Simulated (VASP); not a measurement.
# GdSn (Pm-3m) in VASP: single point with PBE+U

Aim: the single point of GdSn with PBE+U.

Program: VASP 6.6.1. These are calculated values, not measurements. Logs are shortened: lines on timing, memory, paths and dates and some standing lists are left out, and cuts for length are marked.

## Step 1: The cell of the first run

The structure is cubic, space group Pm-3m (No. 221). Conventional cell: a = 3.825 Å, b = 3.825 Å, c = 3.825 Å, α = 90.00°, β = 90.00°, γ = 90.00°. Within 4.4 Å of Gd (site symmetry m-3m) lie 8 Sn at 3.31 Å and 6 Gd at 3.82 Å. Sn (site symmetry m-3m) has 8 Gd at 3.31 Å and 6 Sn at 3.82 Å within 4.4 Å.

## Step 2: Single point, PBE+U

INCAR reads:

```
PREC = Accurate
ENCUT = 520
EDIFF = 1E-6
ISMEAR = 0
SIGMA = 0.05
LREAL = F
LASPH = T
NELM = 150
ALGO = Normal
ISIF = 2
LWAVE = F
LCHARG = T
LMAXMIX = 6
LDAU = T
LDAUTYPE = 2
LDAUL = 3 -1
LDAUU = 6 0
LDAUJ = 0 0
LDAUPRINT = 1
GGA = PE
LELF = T
LVHAR = T
NBANDS = 23
```

KPOINTS reads:

```
Automatic mesh
0
Gamma
  8 8 8
```

POSCAR reads:

```
GdSn
1.0
    3.8246667891      0.0000000000      0.0000000000
    0.0000000000      3.8246667891      0.0000000000
    0.0000000000      0.0000000000      3.8246667891
Gd Sn
1 1
Direct
    0.0000000000      0.0000000000      0.0000000000
    0.5000000000      0.5000000000      0.5000000000
```

Potentials or basis: VASP PAW PBE potentials, release 64 (Gd, Sn_d).

On the command line:

```bash
cat potpaw_PBE.64/Gd/POTCAR potpaw_PBE.64/Sn_d/POTCAR > POTCAR
mpirun -np 1 vasp_std > vasp.out
```

OUTCAR:

```text
PREC = Accurate
   ENCUT = 520
   EDIFF = 1E-6
   ISMEAR = 0
   LREAL = F
   LASPH = T
   NELM = 150
   ISIF = 2
   GGA = PE

 ion  position               nearest neighbor table
   1  0.000  0.000  0.000-   2 3.31   2 3.31   2 3.31   2 3.31   2 3.31   2 3.31   2 3.31   2 3.31

   2  0.500  0.500  0.500-   1 3.31   1 3.31   1 3.31   1 3.31   1 3.31   1 3.31   1 3.31   1 3.31

  LATTYP: Found a simple cubic cell.
 ALAT       =     3.8246667891

  Lattice vectors:

 A1 = (   3.8246667891,   0.0000000000,   0.0000000000)
 A2 = (   0.0000000000,   3.8246667891,   0.0000000000)
 A3 = (   0.0000000000,   0.0000000000,   3.8246667891)

Analysis of symmetry for initial positions (statically):
=====================================================================
 Subroutine PRICEL returns:
 Original cell was already a primitive cell.

 Routine SETGRP: Setting up the symmetry group for a
 simple cubic supercell.

 Subroutine GETGRP returns: Found 48 space group operations
 (whereof 48 operations were pure point group operations)
 out of a pool of 48 trial point group operations.

The static configuration has the point symmetry O_h .

Analysis of symmetry for dynamics (positions and initial velocities):
=====================================================================
 Subroutine PRICEL returns:
 Original cell was already a primitive cell.

 Routine SETGRP: Setting up the symmetry group for a
 simple cubic supercell.

 Subroutine GETGRP returns: Found 48 space group operations
 (whereof 48 operations were pure point group operations)
 out of a pool of 48 trial point group operations.

The dynamic configuration has the point symmetry O_h .

 Subroutine INISYM returns: Found 48 space group operations
 (whereof 48 operations are pure point group operations),
 and found     1 'primitive' translations

----------------------------------------------------------------------------------------

                                     Primitive cell

  volume of cell :      55.9475

  direct lattice vectors                    reciprocal lattice vectors
     3.824666789  0.000000000  0.000000000     0.261460685  0.000000000  0.000000000
     0.000000000  3.824666789  0.000000000     0.000000000  0.261460685  0.000000000
     0.000000000  0.000000000  3.824666789     0.000000000  0.000000000  0.261460685

  length of vectors
     3.824666789  3.824666789  3.824666789     0.261460685  0.261460685  0.261460685

  position of ions in fractional coordinates (direct lattice)
     0.000000000  0.000000000  0.000000000
     0.500000000  0.500000000  0.500000000

  ion indices of the primitive-cell ions
   primitive index   ion index
                 1           1
                 2           2

----------------------------------------------------------------------------------------

[... 83 lines left out ...]
   EFERMI =   0.00;   METHOD = LEGACY
   ISMEAR =     0;   SIGMA  =   0.05  broadening in eV -4-tet -1-fermi 0-gaus
   EFERMI_NEDOS =   21; number of points for ismear=-14 and -15
   IALGO  =     38    algorithm
   IMIX   =      4    mixing-type and parameters
     AMIX     =   0.40;   BMIX     =  1.00
     AMIX_MAG =   1.60;   BMIX_MAG =  1.00
  volume/ion in A,a.u.               =      27.97       188.78
  Fermi-wavevector in a.u.,A,eV,Ry     =   1.358933  2.568010 25.125845  1.846698
  Thomas-Fermi vector in A             =   2.485724
   LORBIT       =      0    0 simple, 1 ext, 2 COOP (PROOUT), +10 PAW based schemes
 LDA+U is selected, type is set to LDAUTYPE =  2
   angular momentum for each species LDAUL =     3   -1
   U (eV)           for each species LDAUU =   6.0  0.0
   J (eV)           for each species LDAUJ =   0.0  0.0
   GGA     = PE    functional components
   LHFCALC =     F    Hartree Fock is set to
   AEXX    =    0.0000 exact exchange contribution
   IVDW    =     0    specifies the selected vdW correction
   LEPSILON=     F    determine dielectric tensor
   LRPA    =     F    only Hartree local field effects (RPA)
 non-spin polarized calculation
 Gauss-broadening in eV      SIGMA  =   0.05
  energy-cutoff  :      520.00
  volume of cell :       55.95
 maximum number of plane-waves:      1528
   NGX = 15   NGY = 15   NGZ = 15

atom =   1  type =  1  l = 3

 onsite density matrix

spin component  1

  0.5991  0.0000  0.4630  0.0000 -0.0000 -0.0000  0.0000
  0.0000  0.9435 -0.0000  0.0000  0.0000 -0.0000 -0.0000
  0.4630 -0.0000  0.3601 -0.0000 -0.0000 -0.0000  0.0000
  0.0000  0.0000 -0.0000  0.9577 -0.0000  0.0000 -0.0000
 -0.0000  0.0000 -0.0000 -0.0000  0.3601  0.0000 -0.4630
 -0.0000 -0.0000 -0.0000  0.0000  0.0000  0.0015  0.0000
  0.0000 -0.0000  0.0000 -0.0000 -0.4630  0.0000  0.5991

spin component  2

  0.5991  0.0000  0.4630  0.0000 -0.0000 -0.0000  0.0000
  0.0000  0.9435 -0.0000  0.0000  0.0000 -0.0000 -0.0000
  0.4630 -0.0000  0.3601 -0.0000 -0.0000 -0.0000  0.0000
  0.0000  0.0000 -0.0000  0.9577 -0.0000  0.0000 -0.0000
 -0.0000  0.0000 -0.0000 -0.0000  0.3601  0.0000 -0.4630
 -0.0000 -0.0000 -0.0000  0.0000  0.0000  0.0015  0.0000
  0.0000 -0.0000  0.0000 -0.0000 -0.4630  0.0000  0.5991

 occupancies and eigenvectors

  o =  0.0015  v =  0.0000  0.0000 -0.0000 -0.0000  0.0001 -1.0000  0.0001  0.0000  0.0000  0.0000  0.0000  0.0000  0.0000  0.0000      0.0000  0.0000  0.0000  0.0000  0.0000  0.0000  0.0000  0.0000  0.0000  0.0000  0.0000  0.0000  0.0000  0.0000
  o =  0.0015  v =  0.0000  0.0000  0.0000  0.0000  0.0000  0.0000  0.0000  0.0000  0.0000 -0.0000 -0.0000  0.0001 -1.0000  0.0001      0.0000  0.0000  0.0000  0.0000  0.0000  0.0000  0.0000  0.0000  0.0000  0.0000  0.0000  0.0000  0.0000  0.0000
  o =  0.0015  v =  0.6124  0.0000 -0.7906 -0.0000 -0.0000  0.0000 -0.0000  0.0000  0.0000  0.0000  0.0000  0.0000  0.0000  0.0000      0.0000  0.0000  0.0000  0.0000  0.0000  0.0000  0.0000  0.0000  0.0000  0.0000  0.0000  0.0000  0.0000  0.0000
  o =  0.0015  v =  0.0000  0.0000  0.0000  0.0000  0.0000  0.0000  0.0000  0.6124  0.0000 -0.7906 -0.0000 -0.0000  0.0000 -0.0000      0.0000  0.0000  0.0000  0.0000  0.0000  0.0000  0.0000  0.0000  0.0000  0.0000  0.0000  0.0000  0.0000  0.0000
  o =  0.0015  v = -0.0000 -0.0000  0.0000 -0.0000 -0.7906 -0.0002 -0.6124  0.0000  0.0000  0.0000  0.0000  0.0000  0.0000  0.0000      0.0000  0.0000  0.0000  0.0000  0.0000  0.0000  0.0000  0.0000  0.0000  0.0000  0.0000  0.0000  0.0000  0.0000
  o =  0.0015  v =  0.0000  0.0000  0.0000  0.0000  0.0000  0.0000  0.0000 -0.0000 -0.0000  0.0000 -0.0000 -0.7906 -0.0002 -0.6124      0.0000  0.0000  0.0000  0.0000  0.0000  0.0000  0.0000  0.0000  0.0000  0.0000  0.0000  0.0000  0.0000  0.0000
  o =  0.9435  v =  0.0000  0.0000  0.0000  0.0000  0.0000  0.0000  0.0000 -0.0000  1.0000  0.0000  0.0000 -0.0000  0.0000  0.0000      0.0000  0.0000  0.0000  0.0000  0.0000  0.0000  0.0000  0.0000  0.0000  0.0000  0.0000  0.0000  0.0000  0.0000
  o =  0.9435  v = -0.0000  1.0000  0.0000  0.0000 -0.0000  0.0000  0.0000  0.0000  0.0000  0.0000  0.0000  0.0000  0.0000  0.0000      0.0000  0.0000  0.0000  0.0000  0.0000  0.0000  0.0000  0.0000  0.0000  0.0000  0.0000  0.0000  0.0000  0.0000
  o =  0.9577  v =  0.0000  0.0000  0.0000  0.0000  0.0000  0.0000  0.0000 -0.0000 -0.0000 -0.0000  1.0000 -0.0006 -0.0000  0.0008      0.0000  0.0000  0.0000  0.0000  0.0000  0.0000  0.0000  0.0000  0.0000  0.0000  0.0000  0.0000  0.0000  0.0000
  o =  0.9577  v = -0.0000 -0.0000 -0.0000  1.0000 -0.0006 -0.0000  0.0008  0.0000  0.0000  0.0000  0.0000  0.0000  0.0000  0.0000      0.0000  0.0000  0.0000  0.0000  0.0000  0.0000  0.0000  0.0000  0.0000  0.0000  0.0000  0.0000  0.0000  0.0000
  o =  0.9577  v =  0.0000  0.0000  0.0000  0.0000  0.0000  0.0000  0.0000 -0.0000 -0.0000 -0.0000 -0.0010 -0.6124  0.0000  0.7906      0.0000  0.0000  0.0000  0.0000  0.0000  0.0000  0.0000  0.0000  0.0000  0.0000  0.0000  0.0000  0.0000  0.0000
  o =  0.9577  v = -0.0000 -0.0000 -0.0000 -0.0010 -0.6124  0.0000  0.7906  0.0000  0.0000  0.0000  0.0000  0.0000  0.0000  0.0000      0.0000  0.0000  0.0000  0.0000  0.0000  0.0000  0.0000  0.0000  0.0000  0.0000  0.0000  0.0000  0.0000  0.0000
  o =  0.9577  v =  0.7906  0.0000  0.6124  0.0000 -0.0000 -0.0000  0.0000  0.0000  0.0000  0.0000  0.0000  0.0000  0.0000  0.0000      0.0000  0.0000  0.0000  0.0000  0.0000  0.0000  0.0000  0.0000  0.0000  0.0000  0.0000  0.0000  0.0000  0.0000
  o =  0.9577  v =  0.0000  0.0000  0.0000  0.0000  0.0000  0.0000  0.0000  0.7906  0.0000  0.6124  0.0000 -0.0000 -0.0000  0.0000      0.0000  0.0000  0.0000  0.0000  0.0000  0.0000  0.0000  0.0000  0.0000  0.0000  0.0000  0.0000  0.0000  0.0000

 number of electron      32.0000000 magnetization

 Free energy of the ion-electron system (eV)
  ---------------------------------------------------
  ext. energy  EPLUGINS =         0.00000000
  ---------------------------------------------------
  free energy    TOTEN  =        -7.87343957 eV

  energy without entropy =       -7.87094663  energy(sigma->0) =       -7.87219310

 E-fermi :   5.6061     XC(G=0): -10.3981

 val. band max:        5.5903981462   @ k =   0.3750   0.3750   0.2500
 cond. band min:       5.6501429219   @ k =   0.3750   0.1250   0.0000
 fundamental gap:      0.0597447758
 Fermi energy:         5.6060978190

 k-point     1 :       0.0000    0.0000    0.0000
  band No.  band energies     occupation
      1     -35.5147      2.00000
      2     -15.5431      2.00000
      3     -15.5431      2.00000
      4     -15.5276      2.00000
      5     -15.5276      2.00000
      6     -15.5276      2.00000
[... 613 lines left out ...]
     22      10.4565      0.00000
     23      10.5842      0.00000

 [... further k-points ...]

------------------------ aborting loop because EDIFF is reached ----------------------------------------

  FORCE on cell =-STRESS in cart. coord.  units (eV):
  Direction    XX          YY          ZZ          XY          YZ          ZX
  --------------------------------------------------------------------------------------
  -------------------------------------------------------------------------------------
  Total        0.9043941      0.9043941      0.9043941      0.0000000      0.0000000      0.0000000
  in kB       25.8992684     25.8992684     25.8992684      0.0000000      0.0000000      0.0000000
  external PRESSURE =      25.8992684 kB  Pullay stress =       0.0000000 kB

 VOLUME and BASIS-vectors are now :
 -----------------------------------------------------------------------------
  energy-cutoff  :      520.00
  volume of cell :       55.95
      direct lattice vectors                 reciprocal lattice vectors
     3.824666789  0.000000000  0.000000000     0.261460685  0.000000000  0.000000000
     0.000000000  3.824666789  0.000000000     0.000000000  0.261460685  0.000000000
     0.000000000  0.000000000  3.824666789     0.000000000  0.000000000  0.261460685

 POSITION                                       TOTAL-FORCE (eV/Angst)
 -----------------------------------------------------------------------------------
      0.00000      0.00000      0.00000         0.000000      0.000000      0.000000
      1.91233      1.91233      1.91233         0.000000      0.000000      0.000000
 -----------------------------------------------------------------------------------
    total drift:                                0.000000      0.000000      0.000000

  FREE ENERGIE OF THE ION-ELECTRON SYSTEM (eV)
  ---------------------------------------------------
  free  energy   TOTEN  =        -7.8734395675 eV

  energy  without entropy=       -7.8709466307  energy(sigma->0) =       -7.87219310
```

Run time: 76 s. Hardware: 1 thread of Intel Xeon Platinum 8488C (Sapphire Rapids), shared host; peak memory 0.2 GiB.

What came out:

| Property | Result |
| --- | --- |
| Free energy | -7.8734 eV |
| Pressure | 2.6 GPa |
| Band gap on the k mesh | zero (band 16 reaches 6.35 eV, above the bottom of band 17 at 4.78 eV) |

Levels at points of the mesh, in eV from the Fermi level:
```
           k point  band 14  band 15  band 16  band 17  band 18  band 19
(0.00, 0.00, 0.00)    -0.91     0.31     0.31     2.11     2.11     2.11
(0.50, 0.00, 0.00)    -0.76    -0.76     0.55     0.55     1.14     4.05
(0.50, 0.50, 0.00)    -0.84    -0.84    -0.72     0.13     3.06     3.06
(0.50, 0.50, 0.50)    -1.10    -0.83    -0.82    -0.82     4.36     4.36
```

Eigenvalues of the final occupation matrices:
| site | spin | trace | eigenvalues |
| --- | --- | --- | --- |
| site 1 f | 1 | 3.82 | 0.00 0.00 0.00 0.94 0.96 0.96 0.96 |
| site 1 f | 2 | 3.82 | 0.00 0.00 0.00 0.94 0.96 0.96 0.96 |

Caveat: spin-orbit coupling is left out, which moves the levels of the heavy elements; U without spin polarisation on a metal has little footing. Spin polarisation is off, so any magnetic state and its effect on volume and gap are missing.
